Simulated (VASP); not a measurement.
Set up this calculation in VASP 6.6.1, as the native input.

```
Task                   : relaxation of cell and atoms
Functional             : PBEsol
Potentials or basis    : VASP PAW PBE potentials, release 64 (Al, N)
Cutoff                 : 600 eV
k mesh                 : 7 × 7 × 7
Occupations            : gaussian, width 0.01 eV
Spin                   : no spin polarisation
Dipole correction      : no
Further INCAR settings : ALGO = Normal; EDIFF = 1e-06; IBRION = 2; EDIFFG = -0.01; NSW = 80; ISIF = 3
```

The structure of AlN lies in POSCAR:

```
AlN
1.0
    0.0000000000      2.1839900000      2.1839900000
    2.1839900000      0.0000000000      2.1839900000
    2.1839900000      2.1839900000      0.0000000000
Al N
1 1
Direct
    0.0000000000      0.0000000000      0.0000000000
    0.7500000000      0.7500000000      0.7500000000
```

The input as run:

INCAR

```
SYSTEM = AlN
PREC = Accurate
ENCUT = 600
EDIFF = 1E-6
ISMEAR = 0
SIGMA = 0.01
LREAL = .FALSE.
LASPH = .TRUE.
NELM = 80
ALGO = Normal
ISIF = 3
LWAVE = .FALSE.
LCHARG = .FALSE.
GGA = PS
IBRION = 2
NSW = 80
EDIFFG = -0.01
```

KPOINTS

```
Automatic mesh
0
G
  7 7 7
  0 0 0
```

Potentials or basis: VASP PAW PBE potentials, release 64 (Al, N).

Launch:

```console
$ cat potpaw_PBE.64/Al/POTCAR potpaw_PBE.64/N/POTCAR > POTCAR
$ mpirun -np 1 vasp_std > vasp.out
```

Results of the run:

- Relaxed volume: 10.48 Å³/atom
- Relaxed cell: a = 3.095 Å, b = 3.095 Å, c = 3.095 Å, α = 60.00°, β = 60.00°, γ = 60.00°
- Space group after relaxing (to 0.05 Å): F-43m (No. 216)
- Energy gained by relaxing: 0.2 meV/atom
- Ionic steps: 3
- Pressure after relaxing: 0.0 GPa
- Band gap on the k mesh: 3.49 eV, indirect (least direct gap 4.08 eV)

Caveat: the PAW data sets were made with another functional, which shifts forces and pressure a little.

Wall time 22 s on 1 thread of Intel Xeon 8259CL, on a shared host, peak memory 0.15 GiB.
